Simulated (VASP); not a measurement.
NaB, 2 atoms in the cell. It takes space group Fm-3m (No. 225, cubic). Conventional cell: a = 5.368 Å, b = 5.368 Å, c = 5.368 Å, α = 90.00°, β = 90.00°, γ = 90.00°. Na (site symmetry m-3m) has 6 B at 2.68 Å within 3.5 Å. Within 3.5 Å of B (site symmetry m-3m) lie 6 Na at 2.68 Å. 

| Property | Result |
| --- | --- |
| Program | VASP 6.6.1 |
| Task | relaxation of cell and atoms |
| Functional | r2SCAN |
| Dispersion | rVV10 |
| Potentials or basis | VASP PAW PBE potentials, release 64 (Na_pv, B) |
| Cutoff | 600 eV |
| k mesh | 9 × 9 × 9 |
| Occupations | fermi-dirac, width 0.1 eV |
| Spin | no spin polarisation |
| Dipole correction | no |
| Further INCAR settings | ALGO = Normal; EDIFF = 1e-06; IBRION = 2; EDIFFG = -0.01; NSW = 80; ISIF = 3 |

Potentials or basis: VASP PAW PBE potentials, release 64 (Na_pv, B).

The run is started by

```bash
$ cat potpaw_PBE.64/Na_pv/POTCAR potpaw_PBE.64/B/POTCAR > POTCAR
$ cp INCAR.step1 INCAR
$ mpirun -np 1 vasp_std > vasp.out
$ cp INCAR.step2 INCAR
$ mpirun -np 1 vasp_std > vasp.out
```

Hardware: 1 thread of Intel Xeon 8259CL (shared host).

**Question.** How long does it take, and how much memory?

**Answer.** Wall time 7.7 min on 1 thread of Intel Xeon 8259CL, with other jobs on the host, peak memory 0.29 GiB. Counts: k points 35, ion steps 4.
